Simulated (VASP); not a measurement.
# Ti (P6_3/mmc) in VASP: notebook, part 2 of 2

VASP 6.6.1. Earlier steps stand in the parts before.

### Step 3. Single point, PBEsol

This run uses another cell than the first one, of 17.66 Å³/atom, 1.042 times its volume.

The input, INCAR:

```
PREC = Accurate ; ENCUT = 520
EDIFF = 1E-6 ; ISMEAR = -1
SIGMA = 0.05 ; LREAL = F
LASPH = T ; NELM = 100
ALGO = Normal ; ISIF = 2
LWAVE = F ; LCHARG = F
GGA = PS ; NBANDS = 19
```

The input, KPOINTS:

```
Automatic mesh
0
Gamma
  14 14 8
```

The input, POSCAR:

```
Ti
1.0
    2.9499978604      0.0000000000      0.0000000000
   -1.4749989302      2.5547730882      0.0000000000
    0.0000000000      0.0000000000      4.6860000000
Ti
2
Direct
    0.3333333333      0.6666666667      0.2500000000
    0.6666666667      0.3333333333      0.7500000000
```

Potentials or basis: VASP PAW PBE potentials, release 64 (Ti_sv).

Command:

```bash
> cat potpaw_PBE.64/Ti_sv/POTCAR > POTCAR
> mpirun -np 1 vasp_std > vasp.out
```

OUTCAR:

```text
PREC = Accurate
   ENCUT = 520
   EDIFF = 1E-6
   ISMEAR = -1
   LREAL = F
   LASPH = T
   NELM = 100
   ISIF = 2
   GGA = PS

 ion  position               nearest neighbor table
   1  0.333  0.667  0.250-   2 2.90   2 2.90   2 2.90   2 2.90   2 2.90   2 2.90
   2  0.667  0.333  0.750-   1 2.90   1 2.90   1 2.90   1 2.90   1 2.90   1 2.90

  LATTYP: Found a hexagonal cell.
 ALAT       =     2.9499978604
 C/A-ratio  =     1.5884757284

  Lattice vectors:

 A1 = (   2.9499978604,   0.0000000000,   0.0000000000)
 A2 = (  -1.4749989302,   2.5547730882,   0.0000000000)
 A3 = (   0.0000000000,   0.0000000000,   4.6860000000)

Analysis of symmetry for initial positions (statically):
=====================================================================
 Subroutine PRICEL returns:
 Original cell was already a primitive cell.

 Routine SETGRP: Setting up the symmetry group for a
 hexagonal supercell.

 Subroutine GETGRP returns: Found 24 space group operations
 (whereof 12 operations were pure point group operations)
 out of a pool of 24 trial point group operations.

The static configuration has the point symmetry D_3d.
 The point group associated with its full space group is D_6h.

Analysis of symmetry for dynamics (positions and initial velocities):
=====================================================================
 Subroutine PRICEL returns:
 Original cell was already a primitive cell.

 Routine SETGRP: Setting up the symmetry group for a
 hexagonal supercell.

 Subroutine GETGRP returns: Found 24 space group operations
 (whereof 12 operations were pure point group operations)
 out of a pool of 24 trial point group operations.

The dynamic configuration has the point symmetry D_3d.
 The point group associated with its full space group is D_6h.

 Subroutine INISYM returns: Found 24 space group operations
 (whereof 12 operations are pure point group operations),
 and found     1 'primitive' translations

----------------------------------------------------------------------------------------

                                     Primitive cell

  volume of cell :      35.3164

  direct lattice vectors                    reciprocal lattice vectors
     2.949997860  0.000000000  0.000000000     0.338983297  0.195712098  0.000000000
    -1.474998930  2.554773088  0.000000000     0.000000000  0.391424195  0.000000000
     0.000000000  0.000000000  4.686000000     0.000000000  0.000000000  0.213401622

  length of vectors
     2.949997860  2.949997860  4.686000000     0.391424195  0.391424195  0.213401622

  position of ions in fractional coordinates (direct lattice)
     0.333333333  0.666666667  0.250000000
     0.666666667  0.333333333  0.750000000

  ion indices of the primitive-cell ions
   primitive index   ion index
                 1           1
                 2           2

----------------------------------------------------------------------------------------

 KPOINTS: Automatic mesh

Automatic generation of k-mesh.
 Grid dimensions read from file:
 generate k-points for:   14   14    8

 Generating k-lattice:

  Cartesian coordinates                     Fractional coordinates (reciprocal lattice)
     0.024213093  0.013979436  0.000000000     0.071428571  0.000000000  0.000000000
     0.000000000  0.027958871  0.000000000     0.000000000  0.071428571  0.000000000
     0.000000000  0.000000000  0.026675203     0.000000000  0.000000000  0.125000000

  Length of vectors
     0.027958871  0.027958871  0.026675203

  Shift w.r.t. Gamma in fractional coordinates (k-lattice)
     0.000000000  0.000000000  0.000000000

 Subroutine IBZKPT returns following result:
 ===========================================

 Found    120 irreducible k-points:

 Following reciprocal coordinates:
            Coordinates               Weight
  0.000000  0.000000  0.000000      1.000000
  0.071429  0.000000  0.000000      6.000000
  0.142857  0.000000  0.000000      6.000000
  0.214286  0.000000  0.000000      6.000000
  0.285714  0.000000  0.000000      6.000000
  0.357143  0.000000  0.000000      6.000000
[... 16 lines left out ...]
  0.285714  0.285714  0.000000      6.000000
  0.357143  0.285714  0.000000      6.000000
 [... further k-points ...]
   k-points           NKPTS =    120   k-points in BZ     NKDIM =    120   number of bands    NBANDS=     19
   number of dos      NEDOS =    301   number of ions     NIONS =      2
   total plane-waves  NPLWV =  20736
   dimension x,y,z NGX =    24 NGY =   24 NGZ =   36
   dimension x,y,z NGXF=    48 NGYF=   48 NGZF=   72
   ions per type =               2
   NGX,Y,Z   is equivalent  to a cutoff of  13.53, 13.53, 12.77 a.u.
   NGXF,Y,Z  is equivalent  to a cutoff of  27.05, 27.05, 25.54 a.u.
 SYSTEM =  unknown system
   PREC   = accura    normal or accurate (medium, high low for compatibility)
   ISTART =      0    job   : 0-new  1-cont  2-samecut
   ICHARG =      2    charge: 1-file 2-atom 10-const
   ISPIN  =      1    spin polarized calculation?
   LNONCOLLINEAR =      F non collinear calculations
   LSORBIT =      F    spin-orbit coupling
   LASPH  =      T    aspherical Exc in radial PAW
   ENCUT  =  520.0 eV  38.22 Ry    6.18 a.u.   5.49  5.49  8.71*2*pi/ulx,y,z
   NELM   =    100;   NELMIN=  2; NELMDL= -5     # of ELM steps
   EDIFF  = 0.1E-05   stopping-criterion for ELM
   LREAL  =      F    real-space projection
   EDIFFG = 0.1E-04   stopping-criterion for IOM
   NSW    =      0    number of steps for IOM
   IBRION =     -1    ionic relax: 0-MD 1-quasi-New 2-CG
   NFREE  =      0    steps in history (QN), initial steepest desc. (CG)
   ISIF   =      2    stress and relaxation
   ISYM   =      2    0-nonsym 1-usesym 2-fastsym
   POTIM  = 0.5000    time-step for ionic-motion
   TEBEG  =    0.0;   TEEND  =   0.0 temperature during run
   PSTRESS=    0.0 pullay stress
   NELECT =      24.0000    total number of electrons
   NUPDOWN=      -1.0000    fix difference up-down
   EMIN   =  10.00;   EMAX   =-10.00  energy-range for DOS
   EFERMI =   0.00;   METHOD = LEGACY
   ISMEAR =    -1;   SIGMA  =   0.05  broadening in eV -4-tet -1-fermi 0-gaus
   EFERMI_NEDOS =   21; number of points for ismear=-14 and -15
   IALGO  =     38    algorithm
   IMIX   =      4    mixing-type and parameters
     AMIX     =   0.40;   BMIX     =  1.00
     AMIX_MAG =   1.60;   BMIX_MAG =  1.00
  volume/ion in A,a.u.               =      17.66       119.16
  Fermi-wavevector in a.u.,A,eV,Ry     =   1.439306  2.719894 28.185854  2.071602
  Thomas-Fermi vector in A             =   2.558176
   LORBIT       =      0    0 simple, 1 ext, 2 COOP (PROOUT), +10 PAW based schemes
   GGA     = PS    functional components
   LHFCALC =     F    Hartree Fock is set to
   AEXX    =    0.0000 exact exchange contribution
   IVDW    =     0    specifies the selected vdW correction
   LEPSILON=     F    determine dielectric tensor
   LRPA    =     F    only Hartree local field effects (RPA)
 non-spin polarized calculation
  energy-cutoff  :      520.00
  volume of cell :       35.32
 maximum number of plane-waves:       978
 NGX is ok and might be reduce to    24
   NGX = 11   NGY = 11   NGZ = 17

 number of electron      24.0000001 magnetization

 Free energy of the ion-electron system (eV)
  ---------------------------------------------------
  ext. energy  EPLUGINS =         0.00000000
  ---------------------------------------------------
  free energy    TOTEN  =       -16.64948142 eV

  energy without entropy =      -16.63264069  energy(sigma->0) =      -16.64106105

 E-fermi :   8.0337     XC(G=0): -11.5563

 val. band max:        8.0213554044   @ k =   0.0714   0.0000   0.5000
 cond. band min:       8.0407659290   @ k =   0.2857   0.2857   0.3750
 fundamental gap:      0.0194105246
 Fermi energy:         8.0336947508

 k-point     1 :       0.0000    0.0000    0.0000
  band No.  band energies     occupation
      1     -48.6209      2.00000
      2     -48.4918      2.00000
      3     -25.2942      2.00000
      4     -24.6724      2.00000
      5     -24.6724      2.00000
      6     -24.6170      2.00000
[... 11 lines left out ...]
     18       9.6358      0.00000
     19      11.1294      0.00000
[... 485 lines left out ...]
 k-point    24 :       0.3571    0.2857    0.0000
  band No.  band energies     occupation
      1     -48.4848      2.00000
      2     -48.4743      2.00000
      3     -25.0492      2.00000
      4     -24.9391      2.00000
      5     -24.9352      2.00000
      6     -24.9116      2.00000
[... 11 lines left out ...]
     18      11.2636      0.00000
     19      13.5979      0.00000

 [... further k-points ...]

------------------------ aborting loop because EDIFF is reached ----------------------------------------

  FORCE on cell =-STRESS in cart. coord.  units (eV):
  Direction    XX          YY          ZZ          XY          YZ          ZX
  --------------------------------------------------------------------------------------
  -------------------------------------------------------------------------------------
  Total       -1.2962256     -1.2962256     -1.4150000      0.0000000      0.0000000      0.0000000
  in kB      -58.8050828    -58.8050828    -64.1934471      0.0000000      0.0000000      0.0000000
  external PRESSURE =     -60.6012042 kB  Pullay stress =       0.0000000 kB

 VOLUME and BASIS-vectors are now :
 -----------------------------------------------------------------------------
  energy-cutoff  :      520.00
  volume of cell :       35.32
      direct lattice vectors                 reciprocal lattice vectors
     2.949997860  0.000000000  0.000000000     0.338983297  0.195712098  0.000000000
    -1.474998930  2.554773088  0.000000000     0.000000000  0.391424195  0.000000000
     0.000000000  0.000000000  4.686000000     0.000000000  0.000000000  0.213401622

 POSITION                                       TOTAL-FORCE (eV/Angst)
 -----------------------------------------------------------------------------------
     -0.00000      1.70318      1.17150        -0.000000      0.000000      0.000000
      1.47500      0.85159      3.51450         0.000000     -0.000000      0.000000
 -----------------------------------------------------------------------------------
    total drift:                               -0.000000      0.000000     -0.000000

  FREE ENERGIE OF THE ION-ELECTRON SYSTEM (eV)
  ---------------------------------------------------
  free  energy   TOTEN  =       -16.6494814163 eV

  energy  without entropy=      -16.6326406919  energy(sigma->0) =      -16.64106105
```

It took 40 s on 1 thread of Intel Xeon Platinum 8488C (Sapphire Rapids), shared host; peak memory 0.19 GiB.

Results:

| Property | Result |
| --- | --- |
| Free energy | -16.6495 eV |
| Pressure | -6.1 GPa |
| Band gap on the k mesh | zero (band 12 reaches 8.80 eV, above the bottom of band 13 at 7.77 eV) |

Levels at points of the mesh, in eV from the Fermi level:
| k point | band 9 | band 10 | band 11 | band 12 | band 13 | band 14 | band 15 | band 16 |
| --- | --- | --- | --- | --- | --- | --- | --- | --- |
| (0.00, 0.00, 0.00) | -6.17 | -2.65 | 0.71 | 0.77 | 0.77 | 0.86 | 1.25 | 1.25 |
| (0.50, 0.00, 0.00) | -2.32 | -2.11 | -1.81 | -0.62 | 0.48 | 0.60 | 1.14 | 3.30 |
| (0.00, 0.00, 0.50) | -4.34 | -4.34 | 0.08 | 0.08 | 0.68 | 0.68 | 0.68 | 0.68 |
| (0.50, 0.00, 0.50) | -2.51 | -2.51 | -0.80 | -0.80 | 1.29 | 1.29 | 1.70 | 1.70 |

Caveat: the PAW data sets were made with another functional, which shifts forces and pressure a little.

### Step 4. Single point, LDA

This run uses another cell than the first one, of 17.66 Å³/atom, 1.042 times its volume.

The input, INCAR:

```
SYSTEM = Ti
PREC = Accurate
ENCUT = 500
EDIFF = 1E-6
ISMEAR = -1
SIGMA = 0.05
LREAL = .False.
LASPH = .True.
NELM = 120
ALGO = Normal
ISIF = 2
LWAVE = .False.
LCHARG = .False.
NBANDS = 19
GGA_COMPAT = .False.
```

The input, KPOINTS:

```
regular mesh
0
Gamma
  14 14 8
  0 0 0
```

POSCAR is that of step 3.

Potentials or basis: VASP PAW LDA potentials, release 64 (Ti_sv).

Command:

```bash
> cat potpaw_LDA.64/Ti_sv/POTCAR > POTCAR
> mpirun -np 1 vasp_std > vasp.out
```

Wall time 50 s (1 thread of Intel Xeon 6975P-C, shared host); peak memory 0.18 GiB.

Results (log left out):

```yaml
Free_energy: -17.0037 eV
Pressure: -10.0 GPa
Band_gap_on_the_k_mesh: zero (band 12 reaches 8.65 eV, above the bottom of band 13 at 7.66 eV)
```

Stress tensor (GPa, compression positive):
```
 -9.78   0.00   0.00
  0.00  -9.78   0.00
  0.00   0.00 -10.41
```

Levels at points of the mesh, in eV from the Fermi level:
```tsv
k point	band 10	band 11	band 12	band 13	band 14	band 15
(0.00, 0.00, 0.00)	-2.63	0.74	0.74	0.81	0.84	1.22
(0.50, 0.00, 0.00)	-2.11	-1.81	-0.55	0.45	0.59	1.13
(0.00, 0.00, 0.50)	-4.26	0.08	0.08	0.65	0.65	0.65
(0.50, 0.00, 0.50)	-2.49	-0.80	-0.80	1.36	1.36	1.67
```

### Step 5. Overview

```tsv
level	potentials or basis	cell	cutoff (eV)	gap on the mesh (eV)	pressure (GPa)
PBEsol	VASP PAW PBE potentials, release 64 (Ti_sv)	a = 2.910, b = 2.910, c = 4.623 Å, angles 90.0, 90.0, 120.0°, 2 atoms	520	none	-1.8
PBEsol	VASP PAW PBE potentials, release 64 (Ti_sv)	a = 2.950, b = 2.950, c = 4.686 Å, angles 90.0, 90.0, 120.0°, 2 atoms	520	none	-6.1
LDA	VASP PAW LDA potentials, release 64 (Ti_sv)	a = 2.950, b = 2.950, c = 4.686 Å, angles 90.0, 90.0, 120.0°, 2 atoms	500	none	-10.0
```

Alike in all rows: task single point; no spin polarisation; k mesh 14 × 14 × 8; smearing fermi-dirac 0.05 eV.

Caveats: the PAW data sets were made with another functional, which shifts forces and pressure a little (some runs).

Total energies depend on the potentials used, so only differences within one code and one set of settings carry meaning.
